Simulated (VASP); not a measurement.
# AlGa2P3 (I-4m2) in VASP: single point with PBE

Aim: the single point of AlGa2P3 with PBE.

All numbers are computed with VASP 6.6.1; they aren't measurements. Logs are shortened: lines on timing, memory, paths and dates and some standing lists are left out, and cuts for length are marked.

## 1. The cell of the first run

Symmetry: I-4m2, No. 119, tetragonal system. Conventional cell: a = 3.895 Å, b = 3.895 Å, c = 16.511 Å, α = 90.00°, β = 90.00°, γ = 90.00°. Within 3.1 Å of Al (site symmetry -4m2) lie 4 P at 2.38 Å. Within 3.1 Å of Ga (site symmetry 2mm) lie 4 P at 2.38 to 2.39 Å. Within 3.1 Å of P (site symmetry 2mm) lie 2 Al at 2.38 Å and 2 Ga at 2.39 Å. P (site symmetry -4m2) has 4 Ga at 2.38 Å within 3.1 Å.

## 2. Single point, PBE

Contents of INCAR:

```
SYSTEM = AlGa2P3
ALGO = Normal
EDIFF = 1E-6
ENCUT = 520
GGA = PE
ISIF = 2
ISMEAR = 0
LASPH = .True.
LCHARG = .False.
LREAL = .False.
LWAVE = .False.
NBANDS = 31
NELM = 80
PREC = Accurate
SIGMA = 0.01
```

Contents of KPOINTS:

```
k-points
0
Gamma
  10 10 10
  0 0 0
```

Contents of POSCAR:

```
AlGa2P3
1.0
   -1.9476870308      1.9476870308      8.2557151043
    1.9476870308     -1.9476870308      8.2557151043
    1.9476870308      1.9476870308     -8.2557151043
Al Ga P
1 2 3
Direct
    0.5000000000      0.5000000000      0.0000000000
    0.8333209924      0.8333209924      0.0000000000
    0.1666790076      0.1666790076      0.0000000000
    0.4170282348      0.9170282348      0.5000000000
    0.0829717652      0.5829717652      0.5000000000
    0.7500000000      0.2500000000      0.5000000000
```

Potentials or basis: VASP PAW PBE potentials, release 64 (Al, Ga_d, P).

On the command line:

```
cat potpaw_PBE.64/Al/POTCAR potpaw_PBE.64/Ga_d/POTCAR potpaw_PBE.64/P/POTCAR > POTCAR
mpirun -np 1 vasp_std > vasp.out
```

OUTCAR:

```text
SYSTEM = AlGa2P3
   EDIFF = 1E-6
   ENCUT = 520
   GGA = PE
   ISIF = 2
   ISMEAR = 0
   LASPH = .True.
   LREAL = .False.
   NELM = 80
   PREC = Accurate

 ion  position               nearest neighbor table
   1  0.500  0.500  0.000-   4 2.38   5 2.38   5 2.38   4 2.38
   2  0.833  0.833  0.000-   6 2.38   6 2.38   4 2.39   4 2.39
   3  0.167  0.167  0.000-   6 2.38   6 2.38   5 2.39   5 2.39
   4  0.417  0.917  0.500-   1 2.38   1 2.38   2 2.39   2 2.39
   5  0.083  0.583  0.500-   1 2.38   1 2.38   3 2.39   3 2.39
   6  0.750  0.250  0.500-   2 2.38   3 2.38   2 2.38   3 2.38

  LATTYP: Found a body centered tetragonal cell.
 ALAT       =     3.8953740616
 C/A-ratio  =     4.2387277698

  Lattice vectors:

 A1 = (  -1.9476870308,   1.9476870308,   8.2557151043)
 A2 = (   1.9476870308,  -1.9476870308,   8.2557151043)
 A3 = (   1.9476870308,   1.9476870308,  -8.2557151043)

Analysis of symmetry for initial positions (statically):
=====================================================================
 Subroutine PRICEL returns:
 Original cell was already a primitive cell.

 Routine SETGRP: Setting up the symmetry group for a
 body centered tetragonal supercell.

 Subroutine GETGRP returns: Found  8 space group operations
 (whereof  8 operations were pure point group operations)
 out of a pool of 16 trial point group operations.

The static configuration has the point symmetry D_2d.

Analysis of symmetry for dynamics (positions and initial velocities):
=====================================================================
 Subroutine PRICEL returns:
 Original cell was already a primitive cell.

 Routine SETGRP: Setting up the symmetry group for a
 body centered tetragonal supercell.

 Subroutine GETGRP returns: Found  8 space group operations
 (whereof  8 operations were pure point group operations)
 out of a pool of 16 trial point group operations.

The dynamic configuration has the point symmetry D_2d.

 Subroutine INISYM returns: Found  8 space group operations
 (whereof  8 operations are pure point group operations),
 and found     1 'primitive' translations

----------------------------------------------------------------------------------------

                                     Primitive cell

  volume of cell :     125.2717

  direct lattice vectors                    reciprocal lattice vectors
    -1.947687031  1.947687031  8.255715104     0.000000000  0.256714756  0.060564105
     1.947687031 -1.947687031  8.255715104     0.256714756  0.000000000  0.060564105
     1.947687031  1.947687031 -8.255715104     0.256714756  0.256714756  0.000000000

  length of vectors
     8.703091487  8.703091487  8.703091487     0.263762159  0.263762159  0.363049489

  position of ions in fractional coordinates (direct lattice)
     0.500000000  0.500000000  0.000000000
     0.833320992  0.833320992  0.000000000
     0.166679008  0.166679008  0.000000000
     0.417028235  0.917028235  0.500000000
     0.082971765  0.582971765  0.500000000
     0.750000000  0.250000000  0.500000000

  ion indices of the primitive-cell ions
   primitive index   ion index
                 1           1
                 2           2
                 3           3
                 4           4
                 5           5
                 6           6

----------------------------------------------------------------------------------------

 KPOINTS: k-points

Automatic generation of k-mesh.
 Grid dimensions read from file:
 generate k-points for:   10   10   10

 Generating k-lattice:

  Cartesian coordinates                     Fractional coordinates (reciprocal lattice)
     0.000000000  0.025671476  0.006056411     0.100000000  0.000000000  0.000000000
     0.025671476  0.000000000  0.006056411     0.000000000  0.100000000  0.000000000
     0.025671476  0.025671476  0.000000000     0.000000000  0.000000000  0.100000000

  Length of vectors
     0.026376216  0.026376216  0.036304949

  Shift w.r.t. Gamma in fractional coordinates (k-lattice)
     0.000000000  0.000000000  0.000000000

 Subroutine IBZKPT returns following result:
 ===========================================

 Found    102 irreducible k-points:

 Following reciprocal coordinates:
            Coordinates               Weight
  0.000000  0.000000  0.000000      1.000000
  0.100000 -0.000000  0.000000      8.000000
  0.200000 -0.000000  0.000000      8.000000
  0.300000  0.000000  0.000000      8.000000
  0.400000  0.000000  0.000000      8.000000
  0.500000 -0.000000  0.000000      4.000000
[... 16 lines left out ...]
  0.300000  0.300000  0.000000      8.000000
  0.400000  0.300000  0.000000     16.000000
 [... further k-points ...]
   k-points           NKPTS =    102   k-points in BZ     NKDIM =    102   number of bands    NBANDS=     31
   number of dos      NEDOS =    301   number of ions     NIONS =      6
   total plane-waves  NPLWV = 343000
   dimension x,y,z NGX =    70 NGY =   70 NGZ =   70
   dimension x,y,z NGXF=   140 NGYF=  140 NGZF=  140
   ions per type =               1   2   3
   NGX,Y,Z   is equivalent  to a cutoff of  13.37, 13.37, 13.37 a.u.
   NGXF,Y,Z  is equivalent  to a cutoff of  26.74, 26.74, 26.74 a.u.
 SYSTEM =  AlGa2P3
   PREC   = accura    normal or accurate (medium, high low for compatibility)
   ISTART =      0    job   : 0-new  1-cont  2-samecut
   ICHARG =      2    charge: 1-file 2-atom 10-const
   ISPIN  =      1    spin polarized calculation?
   LNONCOLLINEAR =      F non collinear calculations
   LSORBIT =      F    spin-orbit coupling
   LASPH  =      T    aspherical Exc in radial PAW
   ENCUT  =  520.0 eV  38.22 Ry    6.18 a.u.  16.18 16.18 16.18*2*pi/ulx,y,z
   NELM   =     80;   NELMIN=  2; NELMDL= -5     # of ELM steps
   EDIFF  = 0.1E-05   stopping-criterion for ELM
   LREAL  =      F    real-space projection
   EDIFFG = 0.1E-04   stopping-criterion for IOM
   NSW    =      0    number of steps for IOM
   IBRION =     -1    ionic relax: 0-MD 1-quasi-New 2-CG
   NFREE  =      0    steps in history (QN), initial steepest desc. (CG)
   ISIF   =      2    stress and relaxation
   ISYM   =      2    0-nonsym 1-usesym 2-fastsym
   POTIM  = 0.5000    time-step for ionic-motion
   TEBEG  =    0.0;   TEEND  =   0.0 temperature during run
   PSTRESS=    0.0 pullay stress
   NELECT =      44.0000    total number of electrons
   NUPDOWN=      -1.0000    fix difference up-down
   EMIN   =  10.00;   EMAX   =-10.00  energy-range for DOS
   EFERMI =   0.00;   METHOD = LEGACY
   ISMEAR =     0;   SIGMA  =   0.01  broadening in eV -4-tet -1-fermi 0-gaus
   EFERMI_NEDOS =   21; number of points for ismear=-14 and -15
   IALGO  =     38    algorithm
   IMIX   =      4    mixing-type and parameters
     AMIX     =   0.40;   BMIX     =  1.00
     AMIX_MAG =   1.60;   BMIX_MAG =  1.00
  volume/ion in A,a.u.               =      20.88       140.90
  Fermi-wavevector in a.u.,A,eV,Ry     =   1.155069  2.182764 18.152690  1.334185
  Thomas-Fermi vector in A             =   2.291701
   LORBIT       =      0    0 simple, 1 ext, 2 COOP (PROOUT), +10 PAW based schemes
   GGA     = PE    functional components
   LHFCALC =     F    Hartree Fock is set to
   AEXX    =    0.0000 exact exchange contribution
   IVDW    =     0    specifies the selected vdW correction
   LEPSILON=     F    determine dielectric tensor
   LRPA    =     F    only Hartree local field effects (RPA)
 non-spin polarized calculation
 Gauss-broadening in eV      SIGMA  =   0.01
  energy-cutoff  :      520.00
  volume of cell :      125.27
 maximum number of plane-waves:      3410
 NGX is ok and might be reduce to    70
   NGX = 33   NGY = 33   NGZ = 33

 number of electron      44.0000000 magnetization

 Free energy of the ion-electron system (eV)
  ---------------------------------------------------
  ext. energy  EPLUGINS =         0.00000000
  ---------------------------------------------------
  free energy    TOTEN  =       -28.62068273 eV

  energy without entropy =      -28.62068273  energy(sigma->0) =      -28.62068273

 E-fermi :   4.4307     XC(G=0):  -9.4985

 val. band max:        4.3401194679   @ k =   0.0000   0.0000   0.0000
 cond. band min:       6.0156745340   @ k =   0.5000   0.5000   0.0000
 fundamental gap:      1.6755550661
 Fermi energy:         4.4306952895

 k-point     1 :       0.0000    0.0000    0.0000
  band No.  band energies     occupation
      1     -10.1072      2.00000
      2     -10.0522      2.00000
      3     -10.0113      2.00000
      4     -10.0113      2.00000
      5      -9.9822      2.00000
      6      -9.9822      2.00000
[... 23 lines left out ...]
     30       8.4435      0.00000
     31      12.3294      0.00000

 k-point     2 :       0.1000   -0.0000    0.0000
  band No.  band energies     occupation
      1     -10.1049      2.00000
      2     -10.0503      2.00000
      3     -10.0155      2.00000
      4     -10.0106      2.00000
      5      -9.9853      2.00000
      6      -9.9830      2.00000
[... 23 lines left out ...]
     30       8.7599      0.00000
     31      11.3555      0.00000

 k-point     3 :       0.2000   -0.0000    0.0000
  band No.  band energies     occupation
      1     -10.0997      2.00000
      2     -10.0471      2.00000
      3     -10.0252      2.00000
      4     -10.0085      2.00000
      5      -9.9921      2.00000
      6      -9.9853      2.00000
[... 23 lines left out ...]
     30       9.6210      0.00000
     31      10.2981      0.00000

 k-point     4 :       0.3000    0.0000    0.0000
  band No.  band energies     occupation
      1     -10.0954      2.00000
      2     -10.0493      2.00000
      3     -10.0316      2.00000
      4     -10.0054      2.00000
      5      -9.9977      2.00000
      6      -9.9887      2.00000
[... 23 lines left out ...]
     30       9.9753      0.00000
     31      10.3716      0.00000

 k-point     5 :       0.4000    0.0000    0.0000
  band No.  band energies     occupation
      1     -10.0941      2.00000
      2     -10.0563      2.00000
      3     -10.0321      2.00000
      4     -10.0016      2.00000
      5     -10.0000      2.00000
      6      -9.9928      2.00000
[... 23 lines left out ...]
     30       9.5512      0.00000
     31      10.3531      0.00000
[... 542 lines left out ...]
     30      10.6492      0.00000
     31      10.7403      0.00000

 k-point    22 :      -0.2000    0.2000    0.0000
  band No.  band energies     occupation
      1     -10.0971      2.00000
      2     -10.0411      2.00000
      3     -10.0366      2.00000
      4     -10.0028      2.00000
      5      -9.9943      2.00000
      6      -9.9866      2.00000
[... 23 lines left out ...]
     30       9.5417      0.00000
     31      10.3485      0.00000

 k-point    23 :       0.3000    0.3000    0.0000
  band No.  band energies     occupation
      1     -10.1033      2.00000
      2     -10.0494      2.00000
      3     -10.0396      2.00000
      4      -9.9899      2.00000
      5      -9.9892      2.00000
      6      -9.9840      2.00000
[... 23 lines left out ...]
     30      10.4403      0.00000
     31      11.0448      0.00000

 k-point    24 :       0.4000    0.3000    0.0000
  band No.  band energies     occupation
      1     -10.1090      2.00000
      2     -10.0552      2.00000
      3     -10.0385      2.00000
      4      -9.9856      2.00000
      5      -9.9835      2.00000
      6      -9.9808      2.00000
[... 23 lines left out ...]
     30      10.7450      0.00000
     31      11.4799      0.00000

 [... further k-points ...]

------------------------ aborting loop because EDIFF is reached ----------------------------------------

  FORCE on cell =-STRESS in cart. coord.  units (eV):
  Direction    XX          YY          ZZ          XY          YZ          ZX
  --------------------------------------------------------------------------------------
  -------------------------------------------------------------------------------------
  Total       -0.0370498     -0.0370498     -0.0322310      0.0000000      0.0000000      0.0000000
  in kB       -0.4738528     -0.4738528     -0.4122216      0.0000000      0.0000000      0.0000000
  external PRESSURE =      -0.4533091 kB  Pullay stress =       0.0000000 kB

 VOLUME and BASIS-vectors are now :
 -----------------------------------------------------------------------------
  energy-cutoff  :      520.00
  volume of cell :      125.27
      direct lattice vectors                 reciprocal lattice vectors
    -1.947687031  1.947687031  8.255715104     0.000000000  0.256714756  0.060564105
     1.947687031 -1.947687031  8.255715104     0.256714756  0.000000000  0.060564105
     1.947687031  1.947687031 -8.255715104     0.256714756  0.256714756  0.000000000

 POSITION                                       TOTAL-FORCE (eV/Angst)
 -----------------------------------------------------------------------------------
      0.00000      0.00000      8.25572        -0.000000      0.000000     -0.000000
      0.00000      0.00000     13.75932        -0.000000      0.000000      0.000041
      0.00000      0.00000      2.75211        -0.000000      0.000000     -0.000041
      1.94769      0.00000      6.88573         0.000000     -0.000000      0.006633
      1.94769      0.00000      1.36998         0.000000     -0.000000     -0.006633
      0.00000      1.94769      4.12786        -0.000000      0.000000     -0.000000
 -----------------------------------------------------------------------------------
    total drift:                                0.000001     -0.000001      0.000000

  FREE ENERGIE OF THE ION-ELECTRON SYSTEM (eV)
  ---------------------------------------------------
  free  energy   TOTEN  =       -28.6206827343 eV

  energy  without entropy=      -28.6206827343  energy(sigma->0) =      -28.62068273
```

It took 37 min on 1 thread of AMD EPYC 7R13 (Zen 3), shared host; peak memory 0.87 GiB.

Results:

- Free energy: -28.6207 eV
- Pressure: 0.0 GPa
- Largest force: 0.007 eV/Å
- Band gap on the k mesh: 1.68 eV (least direct gap 1.78 eV)

Forces in eV/Å, atoms in the order of the input:
```
Al   0.000  0.000  0.000
Ga   0.000  0.000  0.000
Ga   0.000  0.000  0.000
P    0.000  0.000  0.007
P    0.000  0.000 -0.007
P    0.000  0.000  0.000
```

Levels at points of the mesh, in eV from the valence-band top:
```tsv
k point	band 18	band 19	band 20	band 21	band 22	band 23	band 24	band 25	band 26	band 27
(0.00, 0.00, 0.00)	-1.93	-1.93	-0.02	0.00	0.00	1.78	1.82	2.34	2.98	3.10
(0.50, 0.00, 0.00)	-2.46	-1.07	-1.00	-0.96	-0.94	1.88	3.03	3.36	4.70	4.72
(0.50, 0.50, 0.00)	-3.05	-2.96	-2.92	-2.40	-2.39	1.68	1.98	3.28	3.61	3.77
(0.50, 0.50, 0.50)	-1.81	-0.98	-0.98	-0.77	-0.77	1.68	2.00	2.88	3.17	3.87
```
